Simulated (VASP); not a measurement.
# Si7Ge (P-43m) in VASP: a series of runs, part 2 of 2

VASP 6.6.1. Earlier steps stand in the parts before.

### Step 3. Single point, PBEsol

This run uses another cell than the first one, of 20.34 Å³/atom, 0.978 times its volume.

File INCAR:

```
SYSTEM = Si7Ge
PREC     = Accurate       ! precision mode
ENCUT    = 520            ! plane-wave cutoff, eV
EDIFF    = 1E-6           ! SCF threshold, eV
ISMEAR   = 0              ! smearing method
SIGMA    = 0.01           ! smearing width, eV
LREAL    = .False.        ! projectors in reciprocal space
LASPH    = .True.         ! aspherical terms in the spheres
NELM     = 60             ! most SCF steps
ALGO     = Normal         ! electronic algorithm
ISIF     = 2              ! what is computed and relaxed
LWAVE    = .False.        ! write WAVECAR
LCHARG   = .False.        ! write CHGCAR
GGA      = PS             ! functional
NBANDS   = 31             ! bands
```

File KPOINTS:

```
regular mesh
0
Gamma
  8 8 8
  0 0 0
```

File POSCAR:

```
Si7Ge
1.0
    5.4591768133      0.0000000000      0.0000000000
    0.0000000000      5.4591768133      0.0000000000
    0.0000000000      0.0000000000      5.4591768133
Si Ge
7 1
Direct
    0.2525976816      0.2525976816      0.2525976816
    0.0000000000      0.5000000000      0.5000000000
    0.5000000000      0.5000000000      0.0000000000
    0.5000000000      0.0000000000      0.5000000000
    0.7474023184      0.2525976816      0.7474023184
    0.7474023184      0.7474023184      0.2525976816
    0.2525976816      0.7474023184      0.7474023184
    0.0000000000      0.0000000000      0.0000000000
```

Potentials or basis: VASP PAW PBE potentials, release 64 (Si, Ge_d).

Run with:

```bash
cat potpaw_PBE.64/Si/POTCAR potpaw_PBE.64/Ge_d/POTCAR > POTCAR
mpirun -np 1 vasp_std > vasp.out
```

OUTCAR:

```text
SYSTEM = Si7Ge
   PREC = Accurate
   ENCUT = 520
   EDIFF = 1E-6
   ISMEAR = 0
   LREAL = .False.
   LASPH = .True.
   NELM = 60
   ISIF = 2
   GGA = PS

 ion  position               nearest neighbor table
   1  0.253  0.253  0.253-   2 2.36   4 2.36   3 2.36   8 2.39
   2  0.000  0.500  0.500-   1 2.36   5 2.36   6 2.36   7 2.36
   3  0.500  0.500  0.000-   1 2.36   5 2.36   6 2.36   7 2.36
   4  0.500  0.000  0.500-   1 2.36   5 2.36   6 2.36   7 2.36
   5  0.747  0.253  0.747-   2 2.36   4 2.36   3 2.36   8 2.39
   6  0.747  0.747  0.253-   2 2.36   4 2.36   3 2.36   8 2.39
   7  0.253  0.747  0.747-   2 2.36   4 2.36   3 2.36   8 2.39
   8  0.000  0.000  0.000-   1 2.39   5 2.39   6 2.39   7 2.39

  LATTYP: Found a simple cubic cell.
 ALAT       =     5.4591768133

  Lattice vectors:

 A1 = (   5.4591768133,   0.0000000000,   0.0000000000)
 A2 = (   0.0000000000,   5.4591768133,   0.0000000000)
 A3 = (   0.0000000000,   0.0000000000,   5.4591768133)

Analysis of symmetry for initial positions (statically):
=====================================================================
 Subroutine PRICEL returns:
 Original cell was already a primitive cell.

 Routine SETGRP: Setting up the symmetry group for a
 simple cubic supercell.

 Subroutine GETGRP returns: Found 24 space group operations
 (whereof 24 operations were pure point group operations)
 out of a pool of 48 trial point group operations.

The static configuration has the point symmetry T_d .

Analysis of symmetry for dynamics (positions and initial velocities):
=====================================================================
 Subroutine PRICEL returns:
 Original cell was already a primitive cell.

 Routine SETGRP: Setting up the symmetry group for a
 simple cubic supercell.

 Subroutine GETGRP returns: Found 24 space group operations
 (whereof 24 operations were pure point group operations)
 out of a pool of 48 trial point group operations.

The dynamic configuration has the point symmetry T_d .

 Subroutine INISYM returns: Found 24 space group operations
 (whereof 24 operations are pure point group operations),
 and found     1 'primitive' translations

----------------------------------------------------------------------------------------

                                     Primitive cell

  volume of cell :     162.6977

  direct lattice vectors                    reciprocal lattice vectors
     5.459176813  0.000000000  0.000000000     0.183177800  0.000000000  0.000000000
     0.000000000  5.459176813  0.000000000     0.000000000  0.183177800  0.000000000
     0.000000000  0.000000000  5.459176813     0.000000000  0.000000000  0.183177800

  length of vectors
     5.459176813  5.459176813  5.459176813     0.183177800  0.183177800  0.183177800

  position of ions in fractional coordinates (direct lattice)
     0.252597682  0.252597682  0.252597682
     0.000000000  0.500000000  0.500000000
     0.500000000  0.500000000  0.000000000
     0.500000000  0.000000000  0.500000000
     0.747402318  0.252597682  0.747402318
     0.747402318  0.747402318  0.252597682
     0.252597682  0.747402318  0.747402318
     0.000000000  0.000000000  0.000000000

  ion indices of the primitive-cell ions
   primitive index   ion index
[... 32 lines left out ...]

 Found     35 irreducible k-points:

 Following reciprocal coordinates:
            Coordinates               Weight
  0.000000  0.000000  0.000000      1.000000
  0.125000  0.000000  0.000000      6.000000
  0.250000  0.000000  0.000000      6.000000
  0.375000  0.000000  0.000000      6.000000
  0.500000  0.000000  0.000000      3.000000
  0.125000  0.125000  0.000000     12.000000
[... 16 lines left out ...]
  0.375000  0.375000  0.125000     24.000000
  0.500000  0.375000  0.125000     24.000000
 [... further k-points ...]
   k-points           NKPTS =     35   k-points in BZ     NKDIM =     35   number of bands    NBANDS=     31
   number of dos      NEDOS =    301   number of ions     NIONS =      8
   total plane-waves  NPLWV =  74088
   dimension x,y,z NGX =    42 NGY =   42 NGZ =   42
   dimension x,y,z NGXF=    84 NGYF=   84 NGZF=   84
   ions per type =               7   1
   NGX,Y,Z   is equivalent  to a cutoff of  12.79, 12.79, 12.79 a.u.
   NGXF,Y,Z  is equivalent  to a cutoff of  25.58, 25.58, 25.58 a.u.
 SYSTEM =  Si7Ge
   PREC   = accura    normal or accurate (medium, high low for compatibility)
   ISTART =      0    job   : 0-new  1-cont  2-samecut
   ICHARG =      2    charge: 1-file 2-atom 10-const
   ISPIN  =      1    spin polarized calculation?
   LNONCOLLINEAR =      F non collinear calculations
   LSORBIT =      F    spin-orbit coupling
   LASPH  =      T    aspherical Exc in radial PAW
   ENCUT  =  520.0 eV  38.22 Ry    6.18 a.u.  10.15 10.15 10.15*2*pi/ulx,y,z
   NELM   =     60;   NELMIN=  2; NELMDL= -5     # of ELM steps
   EDIFF  = 0.1E-05   stopping-criterion for ELM
   LREAL  =      F    real-space projection
   EDIFFG = 0.1E-04   stopping-criterion for IOM
   NSW    =      0    number of steps for IOM
   IBRION =     -1    ionic relax: 0-MD 1-quasi-New 2-CG
   NFREE  =      0    steps in history (QN), initial steepest desc. (CG)
   ISIF   =      2    stress and relaxation
   ISYM   =      2    0-nonsym 1-usesym 2-fastsym
   POTIM  = 0.5000    time-step for ionic-motion
   TEBEG  =    0.0;   TEEND  =   0.0 temperature during run
   PSTRESS=    0.0 pullay stress
   NELECT =      42.0000    total number of electrons
   NUPDOWN=      -1.0000    fix difference up-down
   EMIN   =  10.00;   EMAX   =-10.00  energy-range for DOS
   EFERMI =   0.00;   METHOD = LEGACY
   ISMEAR =     0;   SIGMA  =   0.01  broadening in eV -4-tet -1-fermi 0-gaus
   EFERMI_NEDOS =   21; number of points for ismear=-14 and -15
   IALGO  =     38    algorithm
   IMIX   =      4    mixing-type and parameters
     AMIX     =   0.40;   BMIX     =  1.00
     AMIX_MAG =   1.60;   BMIX_MAG =  1.00
  volume/ion in A,a.u.               =      20.34       137.24
  Fermi-wavevector in a.u.,A,eV,Ry     =   1.042391  1.969834 14.783813  1.086580
  Thomas-Fermi vector in A             =   2.177054
   LORBIT       =      0    0 simple, 1 ext, 2 COOP (PROOUT), +10 PAW based schemes
   GGA     = PS    functional components
   LHFCALC =     F    Hartree Fock is set to
   AEXX    =    0.0000 exact exchange contribution
   IVDW    =     0    specifies the selected vdW correction
   LEPSILON=     F    determine dielectric tensor
   LRPA    =     F    only Hartree local field effects (RPA)
 non-spin polarized calculation
 Gauss-broadening in eV      SIGMA  =   0.01
  energy-cutoff  :      520.00
  volume of cell :      162.70
 maximum number of plane-waves:      4416
 NGX is ok and might be reduce to    42
   NGX = 21   NGY = 21   NGZ = 21

 number of electron      42.0000021 magnetization

 Free energy of the ion-electron system (eV)
  ---------------------------------------------------
  ext. energy  EPLUGINS =         0.00000000
  ---------------------------------------------------
  free energy    TOTEN  =       -45.12924268 eV

  energy without entropy =      -45.12924268  energy(sigma->0) =      -45.12924268

 E-fermi :   5.7739     XC(G=0):  -9.6385

 val. band max:        5.6543422863   @ k =   0.0000   0.0000   0.0000
 cond. band min:       5.9277411102   @ k =   0.0000   0.0000   0.0000
 fundamental gap:      0.2733988240
 Fermi energy:         5.7738709621

 k-point     1 :       0.0000    0.0000    0.0000
  band No.  band energies     occupation
      1     -18.4556      2.00000
      2     -18.4556      2.00000
      3     -18.4556      2.00000
      4     -18.4293      2.00000
      5     -18.4293      2.00000
      6      -6.4475      2.00000
[... 805 lines left out ...]
     30      10.3436      0.00000
     31      10.4032      0.00000

 [... further k-points ...]
[... 5 lines left out ...]
  --------------------------------------------------------------------------------------
  -------------------------------------------------------------------------------------
  Total        0.0609141      0.0609141      0.0609141     -0.0000000      0.0000000      0.0000000
  in kB        0.5998557      0.5998557      0.5998557     -0.0000000      0.0000000      0.0000000
  external PRESSURE =       0.5998557 kB  Pullay stress =       0.0000000 kB

 VOLUME and BASIS-vectors are now :
 -----------------------------------------------------------------------------
  energy-cutoff  :      520.00
  volume of cell :      162.70
      direct lattice vectors                 reciprocal lattice vectors
     5.459176813  0.000000000  0.000000000     0.183177800  0.000000000  0.000000000
     0.000000000  5.459176813  0.000000000     0.000000000  0.183177800  0.000000000
     0.000000000  0.000000000  5.459176813     0.000000000  0.000000000  0.183177800

 POSITION                                       TOTAL-FORCE (eV/Angst)
 -----------------------------------------------------------------------------------
      1.37898      1.37898      1.37898        -0.005176     -0.005176     -0.005176
      0.00000      2.72959      2.72959         0.000000      0.000000      0.000000
      2.72959      2.72959      0.00000         0.000000      0.000000      0.000000
      2.72959      0.00000      2.72959         0.000000      0.000000      0.000000
      4.08020      1.37898      4.08020         0.005176     -0.005176      0.005176
      4.08020      4.08020      1.37898         0.005176      0.005176     -0.005176
      1.37898      4.08020      4.08020        -0.005176      0.005176      0.005176
      0.00000      0.00000      0.00000         0.000000      0.000000      0.000000
 -----------------------------------------------------------------------------------
    total drift:                               -0.000000     -0.000000      0.000000

  FREE ENERGIE OF THE ION-ELECTRON SYSTEM (eV)
  ---------------------------------------------------
  free  energy   TOTEN  =       -45.1292426790 eV

  energy  without entropy=      -45.1292426790  energy(sigma->0) =      -45.12924268
```

Wall time 3.2 min (1 thread of Intel Xeon Platinum 8259CL at 2.50GHz (Skylake/Cascade Lake), shared host); peak memory 0.34 GiB.

Results:

- Free energy: -45.1292 eV
- Pressure: 0.1 GPa
- Largest force: 0.009 eV/Å
- Band gap on the k mesh: 0.27 eV, direct

Forces on the atoms (eV/Å):
```
Si  -0.005 -0.005 -0.005
Si   0.000  0.000  0.000
Si   0.000  0.000  0.000
Si   0.000  0.000  0.000
Si   0.005 -0.005  0.005
Si   0.005  0.005 -0.005
Si  -0.005  0.005  0.005
Ge   0.000  0.000  0.000
```

Caveat: the PAW data sets were made with another functional, which shifts forces and pressure a little. A k mesh can miss the band edges.

### Step 4. Relaxation of cell and atoms, PBEsol, target pressure 20 GPa, at which the enthalpy is minimised

This run uses another cell than the first one, of 17.30 Å³/atom, 0.832 times its volume.

File INCAR:

```
SYSTEM = Si7Ge
  PREC = Accurate
  ENCUT = 600
  EDIFF = 1E-6
  ISMEAR = 0
  SIGMA = 0.01
  LREAL = .False.
  LASPH = .True.
  NELM = 80
  ALGO = Normal
  ISIF = 3
  LWAVE = .False.
  LCHARG = .False.
  GGA = PS
  IBRION = 2
  NSW = 70
  EDIFFG = -0.008
  PSTRESS = 200.0
```

KPOINTS is that of step 3.

File POSCAR:

```
Si7Ge
1.0
    5.1724499099      0.0000000000      0.0000000000
    0.0000000000      5.1724499099      0.0000000000
    0.0000000000      0.0000000000      5.1724499099
Si Ge
7 1
Direct
    0.2525638938      0.2525638938      0.2525638938
    0.0000000000      0.5000000000      0.5000000000
    0.5000000000      0.5000000000      0.0000000000
    0.5000000000      0.0000000000      0.5000000000
    0.7474361062      0.2525638938      0.7474361062
    0.7474361062      0.7474361062      0.2525638938
    0.2525638938      0.7474361062      0.7474361062
    0.0000000000      0.0000000000      0.0000000000
```

Run with:

```bash
cat potpaw_PBE.64/Si/POTCAR potpaw_PBE.64/Ge_d/POTCAR > POTCAR
mpirun -np 1 vasp_std > vasp.out
```

It took 6.4 min on 1 thread of Oxide Virtual Turin-like, shared host; peak memory 0.3 GiB.

Results (log left out):

| Quantity | Value |
| --- | --- |
| Free energy | -43.8289 eV |
| Relaxed volume | 17.37 Å³/atom |
| Relaxed cell | a = 5.180 Å, b = 5.180 Å, c = 5.180 Å, α = 90.00°, β = 90.00°, γ = 90.00° |
| Space group after relaxing (to 0.05 Å) | P-43m (No. 215) |
| Energy change on relaxing (the enthalpy is what falls) | -9.7 meV/atom |
| Ionic steps | 3 |
| Pressure after relaxing | 20.0 GPa |
| Largest force after relaxing | 0.007 eV/Å |
| Band gap on the k mesh | zero (filled and empty bands touch) |

Forces on the atoms (eV/Å):
```
Si  -0.004 -0.004 -0.004
Si   0.000  0.000  0.000
Si   0.000  0.000  0.000
Si   0.000  0.000  0.000
Si   0.004 -0.004  0.004
Si   0.004  0.004 -0.004
Si  -0.004  0.004  0.004
Ge   0.000  0.000  0.000
```

The path:
```tsv
step	energy change (eV)	largest force (eV/Å)	pressure (GPa)	volume (Å³)
1	0.0000	0.0115	20.73	138.38
2	-0.1953	0.0011	18.88	139.97
3	-0.0772	0.0066	20.00	138.99
```

Final structure:
```xyz
8
Lattice="5.1800 0.0000 0.0000 0.0000 5.1800 0.0000 0.0000 0.0000 5.1800" Properties=species:S:1:pos:R:3 pbc="T T T"
Si    1.3082    1.3082    1.3082
Si    0.0000    2.5900    2.5900
Si    2.5900    2.5900    0.0000
Si    2.5900    0.0000    2.5900
Si    3.8718    1.3082    3.8718
Si    3.8718    3.8718    1.3082
Si    1.3082    3.8718    3.8718
Ge    0.0000    0.0000    0.0000
```

Levels at points of the mesh, in eV from the Fermi level:
| k point | band 17 | band 18 | band 19 | band 20 | band 21 | band 22 | band 23 | band 24 | band 25 | band 26 |
| --- | --- | --- | --- | --- | --- | --- | --- | --- | --- | --- |
| (0.00, 0.00, 0.00) | -3.31 | -3.31 | -0.07 | 0.00 | 0.00 | 0.00 | 0.39 | 0.39 | 0.41 | 0.41 |
| (0.50, 0.00, 0.00) | -3.50 | -2.27 | -2.27 | -2.16 | -2.16 | 0.78 | 0.97 | 2.93 | 2.96 | 4.15 |
| (0.50, 0.50, 0.00) | -4.42 | -1.65 | -1.51 | -1.47 | -1.47 | 2.30 | 2.30 | 2.48 | 2.57 | 5.01 |
| (0.50, 0.50, 0.50) | -1.40 | -1.40 | -1.23 | -1.23 | -1.23 | 1.52 | 2.02 | 2.02 | 2.02 | 3.08 |

Caveat: the cell is relaxed towards a set pressure, so the enthalpy falls and the energy may rise; the PAW data sets were made with another functional, which shifts forces and pressure a little.

### Step 5. Relaxation of cell and atoms, PBEsol, target pressure 10 GPa, at which the enthalpy is minimised

This run uses another cell than the first one, of 18.53 Å³/atom, 0.891 times its volume.

File INCAR:

```
PREC = Accurate ; ENCUT = 600
EDIFF = 1E-6 ; ISMEAR = 0
SIGMA = 0.01 ; LREAL = False
LASPH = True ; NELM = 100
ALGO = Normal ; ISIF = 3
LWAVE = False ; LCHARG = False
GGA = PS ; IBRION = 2
NSW = 70 ; EDIFFG = -0.008
PSTRESS = 100.0
```

File KPOINTS:

```
regular mesh
0
Gamma
  8 8 8
```

File POSCAR:

```
Si7Ge
1.0
    5.2924711172      0.0000000000      0.0000000000
    0.0000000000      5.2924711172      0.0000000000
    0.0000000000      0.0000000000      5.2924711172
Si Ge
7 1
Direct
    0.2525733437      0.2525733437      0.2525733437
    0.0000000000      0.5000000000      0.5000000000
    0.5000000000      0.5000000000      0.0000000000
    0.5000000000      0.0000000000      0.5000000000
    0.7474266563      0.2525733437      0.7474266563
    0.7474266563      0.7474266563      0.2525733437
    0.2525733437      0.7474266563      0.7474266563
    0.0000000000      0.0000000000      0.0000000000
```

Run with:

```bash
cat potpaw_PBE.64/Si/POTCAR potpaw_PBE.64/Ge_d/POTCAR > POTCAR
mpirun -np 1 vasp_std > vasp.out
```

It took 7.8 min on 1 thread of Oxide Virtual Turin-like, shared host; peak memory 0.32 GiB.

Results (log left out):

```yaml
Free_energy: -44.7207 eV
Relaxed_volume: 18.59 Å³/atom
Relaxed_cell: a = 5.298 Å, b = 5.298 Å, c = 5.298 Å, α = 90.00°, β = 90.00°, γ = 90.00°
Space_group_after_relaxing_to_0.05_Å: P-43m (No. 215)
Energy_change_on_relaxing_the_enthalpy_is_what_falls: -3.5 meV/atom
Ionic_steps: 3
Pressure_after_relaxing: 10.0 GPa
Largest_force_after_relaxing: 0.007 eV/Å
Band_gap_on_the_k_mesh: 0.08 eV, direct
```

Forces on the atoms (eV/Å):
```
Si  -0.004 -0.004 -0.004
Si   0.000  0.000  0.000
Si   0.000  0.000  0.000
Si   0.000  0.000  0.000
Si   0.004 -0.004  0.004
Si   0.004  0.004 -0.004
Si  -0.004  0.004  0.004
Ge   0.000  0.000  0.000
```

The path:
```tsv
step	energy change (eV)	largest force (eV/Å)	pressure (GPa)	volume (Å³)
1	0.0000	0.0143	10.36	148.24
2	-0.0563	0.0003	9.61	149.15
3	-0.0278	0.0074	10.00	148.68
```

Final structure:
```yaml
crystal:
  lattice:
    - [5.29767, 0.00000, 0.00000]
    - [0.00000, 5.29767, 0.00000]
    - [0.00000, 0.00000, 5.29767]
  atoms:
    - { symbol: Si, position: [0.25254, 0.25254, 0.25254] }
    - { symbol: Si, position: [0.00000, 0.50000, 0.50000] }
    - { symbol: Si, position: [0.50000, 0.50000, 0.00000] }
    - { symbol: Si, position: [0.50000, 0.00000, 0.50000] }
    - { symbol: Si, position: [0.74746, 0.25254, 0.74746] }
    - { symbol: Si, position: [0.74746, 0.74746, 0.25254] }
    - { symbol: Si, position: [0.25254, 0.74746, 0.74746] }
    - { symbol: Ge, position: [0.00000, 0.00000, 0.00000] }
```

Levels at points of the mesh, in eV from the valence-band top:
```csv
k point,band 17,band 18,band 19,band 20,band 21,band 22,band 23,band 24,band 25,band 26
"(0.00, 0.00, 0.00)",-3.12,-3.12,0.00,0.00,0.00,0.08,0.51,0.51,0.51,0.55
"(0.50, 0.00, 0.00)",-3.50,-2.14,-2.14,-2.03,-2.03,0.85,1.04,2.99,3.01,4.16
"(0.50, 0.50, 0.00)",-4.15,-1.58,-1.45,-1.39,-1.39,2.29,2.29,2.43,2.56,4.83
"(0.50, 0.50, 0.50)",-1.35,-1.35,-1.18,-1.18,-1.18,1.28,1.76,1.76,1.76,3.13
```

Caveat: the cell is relaxed towards a set pressure, so the enthalpy falls and the energy may rise; the PAW data sets were made with another functional, which shifts forces and pressure a little. A k mesh can miss the band edges.

### Step 6. Overview

| task | cell | cutoff (eV) | gap on the mesh (eV) | pressure (GPa) | largest force (eV/Å) |
| --- | --- | --- | --- | --- | --- |
| single point | a = 5.500 Å, 8 atoms | 520 | 0.32 | -1.9 | 0.01 |
| single point | a = 5.459 Å, 8 atoms | 520 | 0.27 | 0.1 | 0.01 |
| relaxation of cell and atoms | relaxed to 20 GPa from a = 5.172 Å, 8 atoms | 600 | none | 20.0 | 0.01 |
| relaxation of cell and atoms | relaxed to 10 GPa from a = 5.292 Å, 8 atoms | 600 | 0.08 | 10.0 | 0.01 |

Alike in all rows: level PBEsol; potentials or basis VASP PAW PBE potentials, release 64 (Si, Ge_d); no spin polarisation; k mesh 8 × 8 × 8; smearing gaussian 0.01 eV.

Caveats: the PAW data sets were made with another functional, which shifts forces and pressure a little; the cell is relaxed towards a set pressure, so the enthalpy falls and the energy may rise (some runs).

Total energies depend on the potentials used, so only differences within one code and one set of settings carry meaning.
